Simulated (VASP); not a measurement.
Here is a VASP 6.6.1 calculation.

Contents of INCAR:

```
ALGO = Normal
EDIFF = 1E-6
ENCUT = 600
GGA = PE
GGA_COMPAT = F
ISIF = 2
ISMEAR = -1
ISPIN = 2
IVDW = 12
LASPH = T
LCHARG = F
LMAXMIX = 4
LORBIT = 11
LREAL = F
LWAVE = F
MAGMOM = 0 0
NBANDS = 20
NELM = 200
PREC = Accurate
SIGMA = 0.0862
```

The input KPOINTS:

```
k-points
0
Gamma
  7 7 7
```

The input POSCAR:

```
CuO
1.0
    0.0000000000      2.2506257200      2.2506257200
    2.2506257200      0.0000000000      2.2506257200
    2.2506257200      2.2506257200      0.0000000000
Cu O
1 1
Direct
    0.0000000000      0.0000000000      0.0000000000
    0.2500000000      0.2500000000      0.2500000000
```

Potentials or basis: VASP PAW PBE potentials, release 64 (Cu, O).

Launch:

```console
$ cat potpaw_PBE.64/Cu/POTCAR potpaw_PBE.64/O/POTCAR > POTCAR
$ mpirun -np 1 vasp_std > vasp.out
```

(1) Estimate the net moment.

(2) What does it give for the dispersion energy per atom?

(3) Estimate the pressure.

## Answers

(1) 0.00 μB per cell.

(2) -0.252 eV.

(3) -0.8 GPa.

Caveat: three body term missing; no moment was typed at the start, so none could form.
